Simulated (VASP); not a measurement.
Write the native input for VASP 6.6.1 that does the following.

* Task: relaxation of cell and atoms
* Functional: PBE
* Potentials or basis: VASP PAW PBE potentials, release 64 (Si, Se)
* Cutoff: 600 eV
* k mesh: 12 × 12 × 6
* Occupations: gaussian, width 0.1 eV
* Spin: no spin polarisation
* Dipole correction: no
* Further INCAR settings: ALGO = Normal; EDIFF = 1e-06; IBRION = 2; EDIFFG = -0.01; NSW = 100; ISIF = 3

The structure of Si3Se2 lies in POSCAR:

```
Si3Se2
1.0
    4.8230127054      0.0000000000      0.0000000000
   -2.4115063527      4.1768515257      0.0000000000
    0.0000000000      0.0000000000      7.3081875605
Si Se
3 2
Direct
    0.0000000000      0.3694653488      0.0000000000
    0.6305346512      0.6305346512      0.0000000000
    0.3694653488      0.0000000000      0.0000000000
    0.0000000000      0.0000000000      0.2453049965
    0.0000000000      0.0000000000      0.7546950035
```

The input as run:

INCAR

```
  ALGO = Normal
  EDIFF = 1E-6
  EDIFFG = -0.01
  ENCUT = 600
  GGA = PE
  IBRION = 2
  ISIF = 3
  ISMEAR = 0
  LASPH = True
  LCHARG = False
  LREAL = False
  LWAVE = False
  NELM = 80
  NSW = 100
  PREC = Accurate
  SIGMA = 0.1
```

KPOINTS

```
k-points
0
Gamma
  12 12 6
```

Potentials or basis: VASP PAW PBE potentials, release 64 (Si, Se).

Run with:

```bash
$ cat potpaw_PBE.64/Si/POTCAR potpaw_PBE.64/Se/POTCAR > POTCAR
$ mpirun -np 1 vasp_std > vasp.out
```

Results of the run:

- Relaxed volume: 29.46 Å³/atom
- Relaxed cell: a = 4.824 Å, b = 4.824 Å, c = 7.308 Å, α = 90.00°, β = 90.00°, γ = 120.00°
- Space group after relaxing (to 0.05 Å): P-62m (No. 189)
- Energy gained by relaxing: 0.0 meV/atom
- Ionic steps: 2
- Pressure after relaxing: 0.0 GPa
- Largest force after relaxing: 0.006 eV/Å
- Band gap on the k mesh: zero (band 12 reaches 3.64 eV, above the bottom of band 13 at 2.25 eV)

Caveat: this functional lacks dispersion, which binds the layers, so the pressure and a relaxed spacing across them are unreliable.

It took 110 s on 1 thread of Intel(R) Xeon(R) 6975P-C (Granite Rapids), with other jobs on the host, peak memory 0.44 GiB.
